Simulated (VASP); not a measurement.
# Gd (P6_3/mmc) in VASP: further runs

Gd is run at these levels: BLYP; tasks: single point.

Everything below comes from runs of VASP 6.6.1. Logs are shortened: lines on timing, memory, paths and dates and some standing lists are left out, and cuts for length are marked.

**1. The cell of the first run**

Symmetry: P6_3/mmc, No. 194, hexagonal system. The conventional cell has a = 3.820 Å, b = 3.820 Å, c = 6.066 Å, α = 90.00°, β = 90.00°, γ = 120.00°. Within 4.9 Å of Gd (site symmetry -6m2) lie 12 Gd at 3.75 to 3.82 Å.

**2. Single point, BLYP, collinear spin, antiferromagnetic start (38.32 Å³/atom)**

Input file INCAR:

```
PREC = Accurate
ENCUT = 520
EDIFF = 1E-6
ISMEAR = -1
SIGMA = 0.05
LREAL = False
LASPH = True
NELM = 150
ALGO = Normal
ISIF = 2
LWAVE = False
LCHARG = False
ISPIN = 2
MAGMOM = 7.19 -7.19
LORBIT = 11
LMAXMIX = 6
GGA = B5
ALDAX = 1.0
AGGAX = 1.0
AGGAC = 1.0
ALDAC = 0.0
NBANDS = 29
```

Input file KPOINTS:

```
regular mesh
0
Gamma
  13 13 7
```

Input file POSCAR:

```
Gd
1.0
    3.8195775590      0.0000000000      0.0000000000
   -1.9097887795      3.3078511979      0.0000000000
    0.0000000000      0.0000000000      6.0660091456
Gd
2
Direct
    0.3333333333      0.6666666667      0.2500000000
    0.6666666667      0.3333333333      0.7500000000
```

Potentials or basis: VASP PAW PBE potentials, release 64 (Gd).

Command:

```console
$ cat potpaw_PBE.64/Gd/POTCAR > POTCAR
$ mpirun -np 1 vasp_std > vasp.out
```

OUTCAR:

```text
PREC = Accurate
   ENCUT = 520
   EDIFF = 1E-6
   ISMEAR = -1
   LREAL = False
   LASPH = True
   NELM = 150
   ISIF = 2
   ISPIN = 2
   LORBIT = 11
   GGA = B5

 ion  position               nearest neighbor table
   1  0.333  0.667  0.250-
   2  0.667  0.333  0.750-

  LATTYP: Found a hexagonal cell.
 ALAT       =     3.8195775590
 C/A-ratio  =     1.5881361360

  Lattice vectors:

 A1 = (   3.8195775590,   0.0000000000,   0.0000000000)
 A2 = (  -1.9097887795,   3.3078511979,   0.0000000000)
 A3 = (   0.0000000000,   0.0000000000,   6.0660091456)

Analysis of symmetry for initial positions (statically):
=====================================================================
 Subroutine PRICEL returns:
 Original cell was already a primitive cell.

 Routine SETGRP: Setting up the symmetry group for a
 hexagonal supercell.

 Subroutine GETGRP returns: Found 24 space group operations
 (whereof 12 operations were pure point group operations)
 out of a pool of 24 trial point group operations.

The static configuration has the point symmetry D_3d.
 The point group associated with its full space group is D_6h.

Analysis of symmetry for dynamics (positions and initial velocities):
=====================================================================
 Subroutine PRICEL returns:
 Original cell was already a primitive cell.

 Routine SETGRP: Setting up the symmetry group for a
 hexagonal supercell.

 Subroutine GETGRP returns: Found 24 space group operations
 (whereof 12 operations were pure point group operations)
 out of a pool of 24 trial point group operations.

The dynamic configuration has the point symmetry D_3d.
 The point group associated with its full space group is D_6h.

Analysis of structural, dynamic, and magnetic symmetry:
=====================================================================
 Subroutine PRICEL returns:
 Original cell was already a primitive cell.

 Routine SETGRP: Setting up the symmetry group for a
 hexagonal supercell.

 Subroutine GETGRP returns: Found 24 space group operations
 (whereof 12 operations were pure point group operations)
 out of a pool of 24 trial point group operations.

The overall configuration has the point symmetry D_3d.
 The point group associated with its full space group is D_6h.

 Subroutine INISYM returns: Found 24 space group operations
 (whereof 12 operations are pure point group operations),
 and found     1 'primitive' translations

----------------------------------------------------------------------------------------

                                     Primitive cell

  volume of cell :      76.6416

  direct lattice vectors                    reciprocal lattice vectors
     3.819577559  0.000000000  0.000000000     0.261809057  0.151155530  0.000000000
    -1.909788779  3.307851198  0.000000000     0.000000000  0.302311059  0.000000000
     0.000000000  0.000000000  6.066009146     0.000000000  0.000000000  0.164853032

  length of vectors
     3.819577559  3.819577559  6.066009146     0.302311059  0.302311059  0.164853032

  position of ions in fractional coordinates (direct lattice)
     0.333333333  0.666666667  0.250000000
     0.666666667  0.333333333  0.750000000

  ion indices of the primitive-cell ions
   primitive index   ion index
                 1           1
                 2           2

----------------------------------------------------------------------------------------

 KPOINTS: regular mesh

Automatic generation of k-mesh.
 Grid dimensions read from file:
 generate k-points for:   13   13    7

 Generating k-lattice:

  Cartesian coordinates                     Fractional coordinates (reciprocal lattice)
     0.020139158  0.011627348  0.000000000     0.076923077  0.000000000  0.000000000
     0.000000000  0.023254697  0.000000000     0.000000000  0.076923077  0.000000000
     0.000000000  0.000000000  0.023550433     0.000000000  0.000000000  0.142857143

  Length of vectors
     0.023254697  0.023254697  0.023550433

  Shift w.r.t. Gamma in fractional coordinates (k-lattice)
     0.000000000  0.000000000  0.000000000

 Subroutine IBZKPT returns following result:
 ===========================================

 Found     84 irreducible k-points:

 Following reciprocal coordinates:
            Coordinates               Weight
  0.000000  0.000000  0.000000      1.000000
  0.076923  0.000000  0.000000      6.000000
  0.153846 -0.000000  0.000000      6.000000
  0.230769 -0.000000  0.000000      6.000000
  0.307692 -0.000000  0.000000      6.000000
  0.384615  0.000000  0.000000      6.000000
[... 16 lines left out ...]
  0.076923  0.000000  0.142857     12.000000
  0.153846 -0.000000  0.142857     12.000000
 [... further k-points ...]
   k-points           NKPTS =     84   k-points in BZ     NKDIM =     84   number of bands    NBANDS=     29
   number of dos      NEDOS =    301   number of ions     NIONS =      2
   total plane-waves  NPLWV =  37632
   dimension x,y,z NGX =    28 NGY =   28 NGZ =   48
   dimension x,y,z NGXF=    56 NGYF=   56 NGZF=   96
   ions per type =               2
   NGX,Y,Z   is equivalent  to a cutoff of  12.19, 12.19, 13.15 a.u.
   NGXF,Y,Z  is equivalent  to a cutoff of  24.37, 24.37, 26.31 a.u.
 SYSTEM =  unknown system
   PREC   = accura    normal or accurate (medium, high low for compatibility)
   ISTART =      0    job   : 0-new  1-cont  2-samecut
   ICHARG =      2    charge: 1-file 2-atom 10-const
   ISPIN  =      2    spin polarized calculation?
   LNONCOLLINEAR =      F non collinear calculations
   LSORBIT =      F    spin-orbit coupling
   LASPH  =      T    aspherical Exc in radial PAW
   ENCUT  =  520.0 eV  38.22 Ry    6.18 a.u.   7.10  7.10 11.28*2*pi/ulx,y,z
   NELM   =    150;   NELMIN=  2; NELMDL= -5     # of ELM steps
   EDIFF  = 0.1E-05   stopping-criterion for ELM
   LREAL  =      F    real-space projection
[... 7 lines left out ...]
   TEBEG  =    0.0;   TEEND  =   0.0 temperature during run
   PSTRESS=    0.0 pullay stress
   NELECT =      36.0000    total number of electrons
   NUPDOWN=      -1.0000    fix difference up-down
   EMIN   =  10.00;   EMAX   =-10.00  energy-range for DOS
   EFERMI =   0.00;   METHOD = LEGACY
   ISMEAR =    -1;   SIGMA  =   0.05  broadening in eV -4-tet -1-fermi 0-gaus
   EFERMI_NEDOS =   21; number of points for ismear=-14 and -15
   IALGO  =     38    algorithm
   IMIX   =      4    mixing-type and parameters
     AMIX     =   0.40;   BMIX     =  1.00
     AMIX_MAG =   1.60;   BMIX_MAG =  1.00
  volume/ion in A,a.u.               =      38.32       258.60
  Fermi-wavevector in a.u.,A,eV,Ry     =   1.272587  2.404841 22.034338  1.619478
  Thomas-Fermi vector in A             =   2.405457
   LORBIT       =     11    0 simple, 1 ext, 2 COOP (PROOUT), +10 PAW based schemes
   GGA     = B5    functional components
   LHFCALC =     F    Hartree Fock is set to
   AEXX    =    0.0000 exact exchange contribution
   IVDW    =     0    specifies the selected vdW correction
   LEPSILON=     F    determine dielectric tensor
   LRPA    =     F    only Hartree local field effects (RPA)
 spin polarized calculation
  energy-cutoff  :      520.00
  volume of cell :       76.64
 maximum number of plane-waves:      2079
   NGX = 15   NGY = 15   NGZ = 23

 number of electron      36.0000004 magnetization       0.0000000

 number of electron      36.0000004 magnetization      -0.0000000

 Free energy of the ion-electron system (eV)
  ---------------------------------------------------
  ext. energy  EPLUGINS =         0.00000000
  ---------------------------------------------------
  free energy    TOTEN  =       -21.04028419 eV

  energy without entropy =      -20.99594535  energy(sigma->0) =      -21.01811477

 E-fermi :   2.7478     XC(G=0):  -8.8470

 val. band max:        2.7464141285   @ k =   0.2308  -0.0000   0.1429
 cond. band min:       2.7535082503   @ k =   0.4615   0.0769   0.2857
 fundamental gap:      0.0070941218
 Fermi energy:         2.7478301187

 spin component 1

 k-point     1 :       0.0000    0.0000    0.0000
  band No.  band energies     occupation
      1     -42.3452      1.00000
      2     -39.3460      1.00000
      3     -19.9077      1.00000
      4     -19.7514      1.00000
      5     -19.7514      1.00000
      6     -17.7236      1.00000
[... 21 lines left out ...]
     28       4.6947      0.00000
     29       5.3178      0.00000

 k-point     2 :       0.0769    0.0000    0.0000
  band No.  band energies     occupation
      1     -42.3440      1.00000
      2     -39.3446      1.00000
      3     -19.9040      1.00000
      4     -19.7693      1.00000
      5     -19.7557      1.00000
      6     -17.7223      1.00000
[... 21 lines left out ...]
     28       4.8101      0.00000
     29       5.2237      0.00000

 k-point     3 :       0.1538   -0.0000    0.0000
  band No.  band energies     occupation
      1     -42.3410      1.00000
      2     -39.3407      1.00000
      3     -19.8937      1.00000
      4     -19.8185      1.00000
      5     -19.7675      1.00000
      6     -17.7186      1.00000
[... 21 lines left out ...]
     28       4.7243      0.00000
     29       5.0703      0.00000

 k-point     4 :       0.2308   -0.0000    0.0000
  band No.  band energies     occupation
      1     -42.3366      1.00000
      2     -39.3352      1.00000
      3     -19.8870      1.00000
      4     -19.8790      1.00000
      5     -19.7840      1.00000
      6     -17.7134      1.00000
[... 597 lines left out ...]
     28       4.6042      0.00000
     29       5.0773      0.00000

 k-point    23 :       0.0769    0.0000    0.1429
  band No.  band energies     occupation
      1     -42.3440      1.00000
      2     -39.3446      1.00000
      3     -19.8998      1.00000
      4     -19.7693      1.00000
      5     -19.7556      1.00000
      6     -17.7292      1.00000
[... 21 lines left out ...]
     28       4.6633      0.00000
     29       5.0227      0.00000

 k-point    24 :       0.1538   -0.0000    0.1429
  band No.  band energies     occupation
      1     -42.3409      1.00000
      2     -39.3407      1.00000
      3     -19.8904      1.00000
      4     -19.8187      1.00000
      5     -19.7673      1.00000
      6     -17.7243      1.00000
[... 21 lines left out ...]
     28       4.6402      0.00000
     29       4.8654      0.00000

 [... further k-points ...]

 spin component 2

 k-point     1 :       0.0000    0.0000    0.0000
  band No.  band energies     occupation
      1     -42.3452      1.00000
      2     -39.3460      1.00000
      3     -19.9077      1.00000
      4     -19.7514      1.00000
      5     -19.7514      1.00000
      6     -17.7236      1.00000
[... 21 lines left out ...]
     28       4.6947      0.00000
     29       5.3410      0.00000

 k-point     2 :       0.0769    0.0000    0.0000
  band No.  band energies     occupation
      1     -42.3440      1.00000
      2     -39.3446      1.00000
      3     -19.9040      1.00000
      4     -19.7693      1.00000
      5     -19.7557      1.00000
      6     -17.7223      1.00000
[... 21 lines left out ...]
     28       4.8101      0.00000
     29       5.2109      0.00000

 k-point     3 :       0.1538   -0.0000    0.0000
  band No.  band energies     occupation
      1     -42.3410      1.00000
      2     -39.3407      1.00000
      3     -19.8937      1.00000
      4     -19.8185      1.00000
      5     -19.7675      1.00000
      6     -17.7186      1.00000
[... 21 lines left out ...]
     28       4.7255      0.00000
     29       5.0690      0.00000

 k-point     4 :       0.2308   -0.0000    0.0000
  band No.  band energies     occupation
      1     -42.3366      1.00000
      2     -39.3352      1.00000
      3     -19.8870      1.00000
      4     -19.8790      1.00000
      5     -19.7840      1.00000
      6     -17.7134      1.00000
[... 597 lines left out ...]
     28       4.6044      0.00000
     29       5.0773      0.00000

 k-point    23 :       0.0769    0.0000    0.1429
  band No.  band energies     occupation
      1     -42.3440      1.00000
      2     -39.3446      1.00000
      3     -19.8998      1.00000
      4     -19.7693      1.00000
      5     -19.7556      1.00000
      6     -17.7292      1.00000
[... 21 lines left out ...]
     28       4.6630      0.00000
     29       5.0288      0.00000

 k-point    24 :       0.1538   -0.0000    0.1429
  band No.  band energies     occupation
      1     -42.3409      1.00000
      2     -39.3407      1.00000
      3     -19.8904      1.00000
      4     -19.8187      1.00000
      5     -19.7673      1.00000
      6     -17.7243      1.00000
[... 21 lines left out ...]
     28       4.6406      0.00000
     29       4.8691      0.00000

 [... further k-points ...]

------------------------ aborting loop because EDIFF is reached ----------------------------------------

  FORCE on cell =-STRESS in cart. coord.  units (eV):
  Direction    XX          YY          ZZ          XY          YZ          ZX
  --------------------------------------------------------------------------------------
  -------------------------------------------------------------------------------------
  Total       -1.3627133     -1.3627133     -1.3457370      0.0000000      0.0000000      0.0000000
  in kB      -28.4872619    -28.4872619    -28.1323763      0.0000000      0.0000000      0.0000000
  external PRESSURE =     -28.3689667 kB  Pullay stress =       0.0000000 kB

 VOLUME and BASIS-vectors are now :
 -----------------------------------------------------------------------------
  energy-cutoff  :      520.00
  volume of cell :       76.64
      direct lattice vectors                 reciprocal lattice vectors
     3.819577559  0.000000000  0.000000000     0.261809057  0.151155530  0.000000000
    -1.909788779  3.307851198  0.000000000     0.000000000  0.302311059  0.000000000
     0.000000000  0.000000000  6.066009146     0.000000000  0.000000000  0.164853032

 POSITION                                       TOTAL-FORCE (eV/Angst)
 -----------------------------------------------------------------------------------
     -0.00000      2.20523      1.51650         0.000000     -0.000000      0.000000
      1.90979      1.10262      4.54951        -0.000000      0.000000      0.000000
 -----------------------------------------------------------------------------------
    total drift:                               -0.000000      0.000000     -0.000000

  FREE ENERGIE OF THE ION-ELECTRON SYSTEM (eV)
  ---------------------------------------------------
  free  energy   TOTEN  =       -21.0402841863 eV

  energy  without entropy=      -20.9959453547  energy(sigma->0) =      -21.01811477

 total charge

# of ion       s       p       d       f       tot
--------------------------------------------------
    1        2.068   5.549   0.520   7.049  15.185
    2        2.068   5.549   0.520   7.049  15.185
--------------------------------------------------
tot          4.136  11.097   1.039  14.097  30.370

 magnetization (x)

# of ion       s       p       d       f       tot
--------------------------------------------------
    1        0.008  -0.066   0.177   6.749   6.868
    2       -0.008   0.066  -0.177  -6.749  -6.868
--------------------------------------------------
tot          0.000   0.000   0.000   0.000   0.000
```

Run time: 12 min. Hardware: 1 thread of Intel Xeon Platinum 8259CL at 2.50GHz (Skylake/Cascade Lake), shared host; peak memory 0.42 GiB.

What came out:

* Free energy: -21.0403 eV
* Pressure: -2.8 GPa
* Band gap on the k mesh: zero (filled and empty bands overlap)
* Net moment: 0.00 μB per cell
* Site moments: Gd +6.87, -6.87 μB
* Valence electrons inside the program's atomic spheres: Gd 15.19

Levels at points of the mesh, in eV from the Fermi level:
Spin up:
| k point | band 16 | band 17 | band 18 | band 19 | band 20 | band 21 |
| --- | --- | --- | --- | --- | --- | --- |
| (0.00, 0.00, 0.00) | -4.29 | -1.70 | 0.27 | 0.31 | 0.38 | 0.38 |
Spin down:
| k point | band 16 | band 17 | band 18 | band 19 | band 20 | band 21 |
| --- | --- | --- | --- | --- | --- | --- |
| (0.00, 0.00, 0.00) | -4.29 | -1.70 | 0.27 | 0.31 | 0.38 | 0.38 |

Caveat: the antiferromagnetic order is the one typed at the start, and another may lie lower; the PAW data sets were made with another functional, which shifts forces and pressure a little; spin-orbit coupling is left out, which moves the levels of the heavy elements; semilocal functionals describe open f shells poorly, which spoils levels, moments and volumes.

**3. Single point, BLYP, collinear spin, antiferromagnetic start (35.58 Å³/atom)**

This run uses another cell than the first one, of 35.58 Å³/atom.

Input file INCAR:

```
SYSTEM = Gd
PREC = Accurate ; ENCUT = 520
EDIFF = 1E-7 ; ISMEAR = -1
SIGMA = 0.05 ; LREAL = .False.
LASPH = .True. ; NELM = 150
ALGO = Normal ; ISIF = 2
LWAVE = .False. ; LCHARG = .False.
ISPIN = 2 ; MAGMOM = 7.19 -7.19
LORBIT = 11 ; LMAXMIX = 6
GGA = B5 ; ALDAX = 1.0
AGGAX = 1.0 ; AGGAC = 1.0
ALDAC = 0.0 ; NBANDS = 29
```

Input file KPOINTS:

```
Automatic mesh
0
Gamma
  13 13 7
  0 0 0
```

Input file POSCAR:

```
Gd
1.0
    3.7263796999      0.0000000000      0.0000000000
   -1.8631898499      3.2271394842      0.0000000000
    0.0000000000      0.0000000000      5.9179982576
Gd
2
Direct
    0.3333333333      0.6666666667      0.2500000000
    0.6666666667      0.3333333333      0.7500000000
```

Potentials or basis: VASP PAW PBE potentials, release 64 (Gd).

Command:

```console
$ cat potpaw_PBE.64/Gd/POTCAR > POTCAR
$ mpirun -np 1 vasp_std > vasp.out
```

Run time: 17 min. Hardware: 1 thread of Intel Xeon Platinum 8259CL at 2.50GHz (Skylake/Cascade Lake), shared host; peak memory 0.41 GiB.

It converged, with:

```
Free energy                                           : -21.1074 eV
Pressure                                              : -1.1 GPa
Band gap on the k mesh                                : zero (filled and empty bands overlap)
Net moment                                            : 0.00 μB per cell
Site moments                                          : Gd +6.88, -6.88 μB
Valence electrons inside the program's atomic spheres : Gd 15.21
```

Levels at points of the mesh, in eV from the Fermi level:
Spin up:
```
           k point  band 14  band 15  band 16  band 17  band 18  band 19  band 20  band 21  band 22  band 23
(0.00, 0.00, 0.00)    -4.61    -4.61    -4.40    -1.80     0.33     0.37     0.45     0.45     0.55     0.55
```
Spin down:
| k point | band 16 | band 17 | band 18 | band 19 | band 20 | band 21 |
| --- | --- | --- | --- | --- | --- | --- |
| (0.00, 0.00, 0.00) | -4.40 | -1.80 | 0.33 | 0.37 | 0.45 | 0.45 |

Caveat: the antiferromagnetic order is the one typed at the start, and another may lie lower; the PAW data sets were made with another functional, which shifts forces and pressure a little; spin-orbit coupling is left out, which moves the levels of the heavy elements; semilocal functionals describe open f shells poorly, which spoils levels, moments and volumes.
